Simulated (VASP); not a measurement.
**BN: single point with PBE**

Crystal: BN.

```
CELL_PARAMETERS angstrom
2.50399 0.00000 0.00000
-1.25200 2.16852 0.00000
0.00000 0.00000 6.72781
ATOMIC_POSITIONS crystal
B 0.33333 0.66667 0.25000
B 0.66667 0.33333 0.75000
N 0.33333 0.66667 0.75000
N 0.66667 0.33333 0.25000
```

This cell differs from its parent crystal: zz strain of +1 %.

* Program: VASP 6.6.1
* Task: single point
* Functional: PBE
* Potentials or basis: VASP PAW PBE potentials, release 64 (B, N)
* Cutoff: 520 eV
* k mesh: 11 × 11 × 4
* Occupations: fermi-dirac, width 0.02 eV
* Spin: no spin polarisation

| Quantity | Value |
| --- | --- |
| Pressure | 3.3 GPa |
| Band gap on the k mesh | 4.35 eV, indirect (least direct gap 4.68 eV) |

Stress tensor (GPa, compression positive):
```
3.69 0.00 0.00
0.00 3.69 0.00
0.00 0.00 2.40
```

Levels at points of the mesh, in eV from the valence-band top:
```tsv
k point	band 6	band 7	band 8	band 9	band 10	band 11
(0.00, 0.00, 0.00)	-1.36	-1.32	-1.32	5.16	10.14	11.53
(0.00, 0.00, 0.50)	-1.34	-1.34	-1.34	7.45	7.45	11.58
```

Wall time 27 s on 1 thread of AMD EPYC 7R13 Processor (Zen 3), with other jobs on the host, peak memory 0.12 GiB.

Caveat: the cell differs from its parent crystal (zz strain of +1 %); this functional lacks dispersion, which binds the layers, so the pressure and a relaxed spacing across them are unreliable. A k mesh can miss the band edges.
